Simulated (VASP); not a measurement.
# Na33H32 (a cell with a defect) in VASP: single point with PBEsol

Aim: the single point of Na33H32 (a cell with a defect) with PBEsol.

Everything below comes from runs of VASP 6.6.1. Logs are shortened: lines on timing, memory, paths and dates and some standing lists are left out, and cuts for length are marked.

## 1. The cell of the first run

The cell holds a defect, 65 atoms: a = 9.586 Å, b = 9.586 Å, c = 9.586 Å, α = 90.00°, β = 90.00°, γ = 90.00°.

## 2. Single point, PBEsol, collinear spin

Contents of INCAR:

```
PREC = Accurate
ENCUT = 400
EDIFF = 1E-6
ISMEAR = -1
SIGMA = 0.05
LREAL = Auto
LASPH = True
NELM = 200
ALGO = Normal
ISIF = 2
LWAVE = False
LCHARG = True
ISPIN = 2
MAGMOM = 0 0 0 0.111 0 0 0 0 0 0.111 0 0 0 0 0 0 0 0 0.111 0 0 0 0 0 0.111 0 0 0 0 0 0 0 0 0 0 0.111 0 0 0 0 0 0.111 0 0 0 0 0 0 0 0 0.111 0 0 0 0 0 0.111 0 0 0 0 0 0 0 0.111
LORBIT = 11
GGA = PS
LELF = True
LVHAR = True
ISYM = -1
NBANDS = 174
GGA_COMPAT = False
```

Contents of KPOINTS:

```
explicit points
1
Reciprocal
  0.25000000   0.25000000   0.25000000 1
```

Contents of POSCAR:

```
Na33H32
1.0
    9.5855340000      0.0000000000      0.0000000000
    0.0000000000      9.5855340000      0.0000000000
    0.0000000000      0.0000000000      9.5855340000
H Na
32 33
Direct
    0.2487850000      0.9977040000      0.0041690000
    0.2594360000      0.9761680000      0.5101320000
    0.2481050000      0.5075440000      0.9906760000
    0.2429300000      0.5241030000      0.4930080000
    0.7486380000      0.0011320000      0.9990650000
    0.7538090000      0.9974810000      0.4992490000
    0.7494330000      0.5019500000      0.9998100000
    0.7405930000      0.5072800000      0.4984780000
    0.9933100000      0.2517430000      0.9919030000
    0.9719650000      0.2625000000      0.4960750000
    0.9976300000      0.7513910000      0.0000430000
    0.9935500000      0.7583110000      0.4991040000
    0.5026410000      0.2515080000      0.0028240000
    0.5192860000      0.2432110000      0.5044320000
    0.4996850000      0.7514470000      0.9990740000
    0.5035030000      0.7459510000      0.4989790000
    0.9969710000      0.0045810000      0.2472250000
    0.0017060000      0.0014400000      0.7491830000
    0.0059730000      0.4928660000      0.2565980000
    0.9973570000      0.5030300000      0.7471870000
    0.4987540000      0.0015330000      0.2521270000
    0.4956160000      0.0054250000      0.7461160000
    0.4967790000      0.5029800000      0.2477170000
    0.4991280000      0.4981430000      0.7494320000
    0.2456440000      0.2634770000      0.2218180000
    0.2538340000      0.2434990000      0.7693910000
    0.2486920000      0.7584070000      0.2438630000
    0.2485410000      0.7459500000      0.7538240000
    0.7416960000      0.2518410000      0.2437960000
    0.7525380000      0.2515290000      0.7530950000
    0.7496040000      0.7513850000      0.2480980000
    0.7486020000      0.7514390000      0.7501760000
    0.9979580000      0.0002840000      0.9976430000
    0.0019690000      0.0061430000      0.4990290000
    0.9988790000      0.5014540000      0.9956650000
    0.9742780000      0.5240330000      0.5094190000
    0.4986600000      0.0017020000      0.0017990000
    0.5163790000      0.9829470000      0.4950560000
    0.5000070000      0.5020230000      0.9975260000
    0.4948180000      0.4989300000      0.4984930000
    0.2484650000      0.2517520000      0.9963880000
    0.3179330000      0.1799720000      0.5683370000
    0.2487410000      0.7531870000      0.9977360000
    0.2486360000      0.7511410000      0.4989650000
    0.7469270000      0.2515480000      0.9973600000
    0.7463180000      0.2516340000      0.4989130000
    0.7487010000      0.7516050000      0.9991290000
    0.7474320000      0.7530770000      0.4991520000
    0.2486390000      0.0063110000      0.2523190000
    0.2446180000      0.9828960000      0.7667220000
    0.2591560000      0.5241170000      0.2243890000
    0.2481170000      0.4990030000      0.7450360000
    0.7472880000      0.0003420000      0.2484430000
    0.7513720000      0.0016830000      0.7490270000
    0.7452190000      0.5014640000      0.2492520000
    0.7472230000      0.5020380000      0.7503740000
    0.9749280000      0.2421190000      0.2251590000
    0.0003650000      0.2520560000      0.7446330000
    0.9990350000      0.7547510000      0.2494880000
    0.9980030000      0.7528030000      0.7505310000
    0.4941750000      0.2520890000      0.2508110000
    0.5160920000      0.2551670000      0.7663070000
    0.5001370000      0.7528250000      0.2484590000
    0.4983870000      0.7489240000      0.7488100000
    0.1591490000      0.3398230000      0.4093640000
```

Potentials or basis: VASP PAW PBE potentials, release 64 (H, Na_pv).

Command:

```console
$ cat potpaw_PBE.64/H/POTCAR potpaw_PBE.64/Na_pv/POTCAR > POTCAR
$ mpirun -np 1 vasp_std > vasp.out
```

OUTCAR:

```text
PREC = Accurate
   ENCUT = 400
   EDIFF = 1E-6
   ISMEAR = -1
   LREAL = Auto
   LASPH = True
   NELM = 200
   ISIF = 2
   ISPIN = 2
   LORBIT = 11
   GGA = PS
   ISYM = -1

 ion  position               nearest neighbor table
   1  0.249  0.998  0.004-
   2  0.259  0.976  0.510-
   3  0.248  0.508  0.991-
   4  0.243  0.524  0.493-
   5  0.749  0.001  0.999-
   6  0.754  0.997  0.499-
[... 27 lines left out ...]
  34  0.002  0.006  0.499-
  35  0.999  0.501  0.996-
  36  0.974  0.524  0.509-  65 2.68
  37  0.499  0.002  0.002-
  38  0.516  0.983  0.495-  42 2.77
  39  0.500  0.502  0.998-
  40  0.495  0.499  0.498-
  41  0.248  0.252  0.996-
  42  0.318  0.180  0.568-  65 2.64  38 2.77  50 2.77  62 2.78
  43  0.249  0.753  0.998-
  44  0.249  0.751  0.499-
  45  0.747  0.252  0.997-
  46  0.746  0.252  0.499-
  47  0.749  0.752  0.999-
  48  0.747  0.753  0.499-
  49  0.249  0.006  0.252-
  50  0.245  0.983  0.767-  42 2.77
  51  0.259  0.524  0.224-  65 2.68
  52  0.248  0.499  0.745-
  53  0.747  0.000  0.248-
  54  0.751  0.002  0.749-
  55  0.745  0.501  0.249-
  56  0.747  0.502  0.750-
  57  0.975  0.242  0.225-  65 2.67
  58  0.000  0.252  0.745-
  59  0.999  0.755  0.249-
  60  0.998  0.753  0.751-
  61  0.494  0.252  0.251-
  62  0.516  0.255  0.766-  42 2.78
  63  0.500  0.753  0.248-
  64  0.498  0.749  0.749-
  65  0.159  0.340  0.409-  42 2.64  57 2.67  36 2.68  51 2.68

IMPORTANT INFORMATION: All symmetrisations will be switched off!
NOSYMM: (Re-)initialisation of all symmetry stuff for point group C_1.

----------------------------------------------------------------------------------------

                                     Primitive cell

  volume of cell :     880.7425

  direct lattice vectors                    reciprocal lattice vectors
     9.585534000  0.000000000  0.000000000     0.104323870  0.000000000  0.000000000
     0.000000000  9.585534000  0.000000000     0.000000000  0.104323870  0.000000000
     0.000000000  0.000000000  9.585534000     0.000000000  0.000000000  0.104323870

  length of vectors
     9.585534000  9.585534000  9.585534000     0.104323870  0.104323870  0.104323870

  position of ions in fractional coordinates (direct lattice)
     0.248785000  0.997704000  0.004169000
     0.259436000  0.976168000  0.510132000
     0.248105000  0.507544000  0.990676000
     0.242930000  0.524103000  0.493008000
     0.748638000  0.001132000  0.999065000
     0.753809000  0.997481000  0.499249000
[... 57 lines left out ...]
     0.498387000  0.748924000  0.748810000
     0.159149000  0.339823000  0.409364000

  ion indices of the primitive-cell ions
   primitive index   ion index
                 1           1
                 2           2
                 3           3
                 4           4
                 5           5
                 6           6
[... 57 lines left out ...]
                64          64
                65          65

----------------------------------------------------------------------------------------

 KPOINTS: explicit points

Read explicit list of k-points.

 Found      1 k-points:

 Following reciprocal coordinates:
            Coordinates               Weight
  0.250000  0.250000  0.250000      1.000000
   k-points           NKPTS =      1   k-points in BZ     NKDIM =      1   number of bands    NBANDS=    174
   number of dos      NEDOS =    301   number of ions     NIONS =     65
   total plane-waves  NPLWV = 262144
   dimension x,y,z NGX =    64 NGY =   64 NGZ =   64
   dimension x,y,z NGXF=   128 NGYF=  128 NGZF=  128
   ions per type =              32  33
   NGX,Y,Z   is equivalent  to a cutoff of  11.10, 11.10, 11.10 a.u.
   NGXF,Y,Z  is equivalent  to a cutoff of  22.20, 22.20, 22.20 a.u.
 SYSTEM =  unknown system
   PREC   = accura    normal or accurate (medium, high low for compatibility)
   ISTART =      0    job   : 0-new  1-cont  2-samecut
   ICHARG =      2    charge: 1-file 2-atom 10-const
   ISPIN  =      2    spin polarized calculation?
   LNONCOLLINEAR =      F non collinear calculations
   LSORBIT =      F    spin-orbit coupling
   LASPH  =      T    aspherical Exc in radial PAW
   ENCUT  =  400.0 eV  29.40 Ry    5.42 a.u.  15.63 15.63 15.63*2*pi/ulx,y,z
   NELM   =    200;   NELMIN=  2; NELMDL= -5     # of ELM steps
   EDIFF  = 0.1E-05   stopping-criterion for ELM
   LREAL  =      T    real-space projection
   EDIFFG = 0.1E-04   stopping-criterion for IOM
   NSW    =      0    number of steps for IOM
   IBRION =     -1    ionic relax: 0-MD 1-quasi-New 2-CG
   NFREE  =      0    steps in history (QN), initial steepest desc. (CG)
   ISIF   =      2    stress and relaxation
   ISYM   =     -1    0-nonsym 1-usesym 2-fastsym
   POTIM  = 0.5000    time-step for ionic-motion
   TEBEG  =    0.0;   TEEND  =   0.0 temperature during run
   PSTRESS=    0.0 pullay stress
   NELECT =     263.0000    total number of electrons
   NUPDOWN=      -1.0000    fix difference up-down
   EMIN   =  10.00;   EMAX   =-10.00  energy-range for DOS
   EFERMI =   0.00;   METHOD = LEGACY
   ISMEAR =    -1;   SIGMA  =   0.05  broadening in eV -4-tet -1-fermi 0-gaus
   EFERMI_NEDOS =   21; number of points for ismear=-14 and -15
   IALGO  =     38    algorithm
   IMIX   =      4    mixing-type and parameters
     AMIX     =   0.40;   BMIX     =  1.00
     AMIX_MAG =   1.60;   BMIX_MAG =  1.00
  volume/ion in A,a.u.               =      13.55        91.44
  Fermi-wavevector in a.u.,A,eV,Ry     =   1.094235  2.067804 16.290926  1.197349
  Thomas-Fermi vector in A             =   2.230535
   LORBIT       =     11    0 simple, 1 ext, 2 COOP (PROOUT), +10 PAW based schemes
   GGA     = PS    functional components
   LHFCALC =     F    Hartree Fock is set to
   AEXX    =    0.0000 exact exchange contribution
   IVDW    =     0    specifies the selected vdW correction
   LEPSILON=     F    determine dielectric tensor
   LRPA    =     F    only Hartree local field effects (RPA)
 spin polarized calculation
  energy-cutoff  :      400.00
  volume of cell :      880.74
 maximum number of plane-waves:     16008
 NGX is ok and might be reduce to    64
   NGX = 31   NGY = 31   NGZ = 31

 number of electron     263.0000172 magnetization       0.9632423

 Free energy of the ion-electron system (eV)
  ---------------------------------------------------
  ext. energy  EPLUGINS =         0.00000000
  ---------------------------------------------------
  free energy    TOTEN  =      -160.89216363 eV

  energy without entropy =     -160.87482782  energy(sigma->0) =     -160.88349573

 E-fermi :   2.7693     XC(G=0):  -8.0612

 val. band max:        2.6020628135   @ k =   0.2500   0.2500   0.2500
 cond. band min:       2.9870269374   @ k =   0.2500   0.2500   0.2500
 fundamental gap:      0.3849641239
 Fermi energy:         2.7692866723

 spin component 1

 k-point     1 :       0.2500    0.2500    0.2500
  band No.  band energies     occupation
      1     -23.4335      1.00000
      2     -23.3273      1.00000
      3     -23.3033      1.00000
      4     -23.2413      1.00000
      5     -23.1786      1.00000
      6     -23.1726      1.00000
[... 135 lines left out ...]
    142       3.9994      0.00000
    143       4.0570      0.00000
 Fermi energy:         2.7692866723

 spin component 2

 k-point     1 :       0.2500    0.2500    0.2500
  band No.  band energies     occupation
      1     -23.3853      1.00000
      2     -23.3139      1.00000
      3     -23.2912      1.00000
      4     -23.2140      1.00000
      5     -23.1657      1.00000
      6     -23.1612      1.00000
[... 135 lines left out ...]
    142       4.1240      0.00000
    143       4.1614      0.00000
 [bands above 143 left out]

------------------------ aborting loop because EDIFF is reached ----------------------------------------

  FORCE on cell =-STRESS in cart. coord.  units (eV):
  Direction    XX          YY          ZZ          XY          YZ          ZX
  --------------------------------------------------------------------------------------
  -------------------------------------------------------------------------------------
  Total        4.1140221      3.7576960      4.1257158     -1.7809213     -1.8002732      1.5509869
  in kB        7.4839050      6.8357047      7.5051773     -3.2397117     -3.2749152      2.8214332
  external PRESSURE =       7.2749290 kB  Pullay stress =       0.0000000 kB

 VOLUME and BASIS-vectors are now :
 -----------------------------------------------------------------------------
  energy-cutoff  :      400.00
  volume of cell :      880.74
      direct lattice vectors                 reciprocal lattice vectors
     9.585534000  0.000000000  0.000000000     0.104323870  0.000000000  0.000000000
     0.000000000  9.585534000  0.000000000     0.000000000  0.104323870  0.000000000
     0.000000000  0.000000000  9.585534000     0.000000000  0.000000000  0.104323870

 POSITION                                       TOTAL-FORCE (eV/Angst)
 -----------------------------------------------------------------------------------
      2.38474      9.56353      0.03996        -0.000550      0.003234      0.002758
      2.48683      9.35709      4.88989        -0.006357      0.004554     -0.007424
      2.37822      4.86508      9.49616        -0.000046     -0.003423     -0.000271
      2.32861      5.02381      4.72574        -0.000622     -0.005465      0.002802
      7.17610      0.01085      9.57657         0.000997      0.001363      0.000994
      7.22566      9.56139      4.78557         0.003550      0.004283     -0.000693
[... 57 lines left out ...]
      4.77731      7.17884      7.17774         0.001490     -0.000368      0.001182
      1.52553      3.25738      3.92397         0.003652     -0.001579      0.002261
 -----------------------------------------------------------------------------------
    total drift:                                0.006043     -0.006375      0.004141

  FREE ENERGIE OF THE ION-ELECTRON SYSTEM (eV)
  ---------------------------------------------------
  free  energy   TOTEN  =      -160.8921636349 eV

  energy  without entropy=     -160.8748278211  energy(sigma->0) =     -160.88349573

 total charge

# of ion       s       p       d       tot
------------------------------------------
    1        0.507   0.001   0.000   0.508
    2        0.511   0.001   0.000   0.512
    3        0.508   0.001   0.000   0.509
    4        0.509   0.001   0.000   0.510
    5        0.504   0.001   0.000   0.504
    6        0.507   0.001   0.000   0.508
[... 57 lines left out ...]
   64        0.063   5.991   0.000   6.054
   65        0.109   6.018   0.000   6.126
--------------------------------------------------
tot         18.522 197.842   0.000 216.363

 magnetization (x)

# of ion       s       p       d       tot
------------------------------------------
    1       -0.001   0.000   0.000  -0.001
    2        0.001   0.001   0.000   0.002
    3       -0.001   0.000   0.000  -0.001
    4       -0.000   0.001   0.000   0.001
    5       -0.001   0.000   0.000  -0.001
    6       -0.001   0.000   0.000  -0.001
[... 57 lines left out ...]
   64        0.000   0.000   0.000   0.000
   65        0.018   0.015   0.000   0.034
--------------------------------------------------
tot          0.117   0.052   0.000   0.169
```

It took 5.3 min on 1 thread of Intel Xeon Platinum 8488C (Sapphire Rapids), shared host; peak memory 0.81 GiB.

What came out:

```yaml
Free_energy: -160.8922 eV
Pressure: 0.7 GPa
Largest_force: 0.012 eV/Å
Net_moment: 0.96 μB per cell
Site_moments: H -0.00, +0.00 (each value once); Na +0.00, +0.01, +0.04, -0.00, +0.03 (each value once) μB
Valence_electrons_inside_the_program's_atomic_spheres: H 0.51, 0.50 (each value once); Na 6.06, 6.05, 6.07, 6.13 (each value once)
```

Forces in eV/Å, atoms in the order of the input:
```
H   -0.001  0.003  0.003
H   -0.006  0.005 -0.007
H    0.000 -0.003  0.000
H   -0.001 -0.005  0.003
H    0.001  0.001  0.001
H    0.004  0.004 -0.001
H    0.000  0.001  0.000
H   -0.002 -0.002  0.001
H    0.003  0.001 -0.001
H    0.010 -0.003 -0.001
H    0.000 -0.001  0.002
H    0.003  0.001 -0.002
H   -0.002  0.001  0.003
H   -0.004  0.006 -0.002
H   -0.001  0.000  0.000
H   -0.003 -0.002 -0.002
H    0.005  0.005  0.007
H   -0.002  0.002 -0.002
H    0.004  0.002  0.003
H    0.000 -0.004 -0.001
H   -0.002  0.001 -0.001
H   -0.004  0.005 -0.004
H    0.001 -0.002  0.001
H   -0.001 -0.001 -0.001
H   -0.003 -0.008  0.009
H   -0.003  0.005 -0.005
H   -0.002  0.002  0.003
H   -0.002 -0.002 -0.003
H   -0.003 -0.001  0.002
H    0.003  0.000 -0.003
H    0.002  0.000  0.000
H    0.001  0.000 -0.002
Na   0.001 -0.001 -0.002
Na  -0.004 -0.003  0.003
Na   0.001  0.000 -0.002
Na   0.000  0.000 -0.001
Na   0.001 -0.002 -0.001
Na   0.001 -0.002 -0.001
Na   0.000  0.001  0.000
Na   0.002  0.003  0.001
Na   0.000  0.000 -0.001
Na  -0.003  0.005 -0.005
Na   0.001 -0.001  0.001
Na   0.001 -0.003  0.001
Na   0.000 -0.001  0.000
Na  -0.002  0.001 -0.002
Na   0.000 -0.001  0.000
Na   0.000 -0.001  0.001
Na   0.003 -0.003 -0.005
Na  -0.001 -0.002  0.001
Na  -0.003 -0.001  0.003
Na   0.002  0.004  0.003
Na  -0.002 -0.001  0.000
Na   0.000 -0.002  0.002
Na  -0.001 -0.001  0.001
Na  -0.001  0.001  0.000
Na   0.001  0.002  0.001
Na  -0.002 -0.001  0.002
Na   0.000  0.001 -0.001
Na   0.001 -0.001  0.001
Na   0.002  0.000 -0.002
Na   0.001  0.002  0.002
Na   0.001 -0.001  0.000
Na   0.001  0.000  0.001
Na   0.004 -0.002  0.002
```

Stress tensor (GPa, compression positive):
```
 0.75 -0.32  0.28
-0.32  0.68 -0.33
 0.28 -0.33  0.75
```

Caveat: the PAW data sets were made with another functional, which shifts forces and pressure a little.
